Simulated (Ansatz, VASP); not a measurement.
WC in VASP and in Ansatz

INCAR

```
  PREC = Accurate
  ENCUT = 520
  EDIFF = 1E-7
  ISMEAR = 0
  SIGMA = 0.15
  LREAL = False
  LASPH = True
  NELM = 60
  ALGO = Normal
  ISIF = 2
  LWAVE = False
  LCHARG = False
  GGA = PS
  NBANDS = 16
```

The input KPOINTS:

```
Automatic mesh
0
Gamma
  18 18 18
```

File POSCAR:

```
WC
1.0
    0.0000000000      2.3680987200      2.1049766400
    2.3680987200      0.0000000000      2.1049766400
    2.3680987200      2.3680987200      0.0000000000
W C
1 1
Direct
    0.0000000000      0.0000000000      0.0000000000
    0.5000000000      0.5000000000      0.5000000000
```

Input for Ansatz:

```yaml
crystal:
  lattice:
    - [0.0, 2.36809872, 2.10497664]
    - [2.36809872, 0.0, 2.10497664]
    - [2.36809872, 2.36809872, 0.0]
  atoms:
    - { symbol: W, position: [0.0, 0.0, 0.0] }
    - { symbol: C, position: [0.5, 0.5, 0.5] }
basis:
  ecutwfc: 420
kpoints:
  mp_grid: { grid: [18, 18, 18] }
hamiltonian:
  xc: pbesol
scf:
  occupations: { method: gaussian, width: 0.15 }
output:
  forces: true
  stress: true
  eigenvalues: true
```

Change from the starting cell: strain +0.080 along x and y, -0.040 along z, atoms carried along.

Alike in both runs: task single point; functional PBEsol; k mesh 18 × 18 × 18; occupations gaussian, width 0.15 eV; no spin polarisation.

```csv
,VASP,Ansatz
version,VASP 6.6.1,Ansatz 0.2.0
potentials or method,"VASP PAW PBE potentials, release 64 (W_sv, C), cutoff 520 eV","scalar-relativistic, plane waves, PAW"
valence electrons in the cell,18,18
```

```csv
,VASP,Ansatz,Ansatz less VASP
gap on the k mesh at the Fermi level (eV),none,none,-
pressure (GPa),-31.1,-31.7,-0.64
"traceless stress, the component that is largest in VASP (GPa)",30.32,30.11,-0.211
```

VASP's potentials were made for PBE, not for PBEsol. A gap of «none» marks a metal or a gap that the smearing closes. Both programs put the cell under strong tension, so it lies far from rest at this level.

Neither program's run includes spin-orbit coupling. Noted on VASP's run: the cell as given lies far from equilibrium.
